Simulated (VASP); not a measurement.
Wanted: the native input for a VASP 6.6.1 run.

| Item | Value |
| --- | --- |
| Task | single point |
| Functional | PBE |
| Potentials or basis | VASP PAW PBE potentials, release 64 (Nb_sv) |
| Cutoff | 520 eV |
| k mesh | 15 × 15 × 15 |
| Occupations | fermi-dirac, width 0.03 eV |
| Spin | no spin polarisation |
| Dipole correction | no |
| Further INCAR settings | ALGO = Normal; EDIFF = 1e-07; NBANDS = 12 |

The structure of Nb lies in POSCAR:

```
Nb
1.0
   -1.6765717990      1.6765717990      1.6389907500
    1.6765717990     -1.6765717990      1.6389907500
    1.6765717990      1.6765717990     -1.6389907500
Nb
1
Direct
    0.0000000000      0.0000000000      0.0000000000
```

This cell differs from its parent crystal: z stretched by -1.5 % at fixed volume.

These files were run (other wordings do the same):

INCAR

```
SYSTEM = Nb
ALGO = Normal
EDIFF = 1E-7
ENCUT = 520
GGA = PE
ISIF = 2
ISMEAR = -1
LASPH = .True.
LCHARG = .False.
LREAL = .False.
LWAVE = .False.
NBANDS = 12
NELM = 80
PREC = Accurate
SIGMA = 0.03
```

KPOINTS

```
k-points
0
Gamma
  15 15 15
  0 0 0
```

Potentials or basis: VASP PAW PBE potentials, release 64 (Nb_sv).

Command:

```bash
$ cat potpaw_PBE.64/Nb_sv/POTCAR > POTCAR
$ mpirun -np 1 vasp_std > vasp.out
```

It gave:

* Pressure: -2.8 GPa
* Band gap on the k mesh: zero (an odd number of electrons rules out a gap without spin polarisation)

It took 86 s on 1 thread of Intel Xeon 8259CL, on a shared host, peak memory 0.19 GiB.
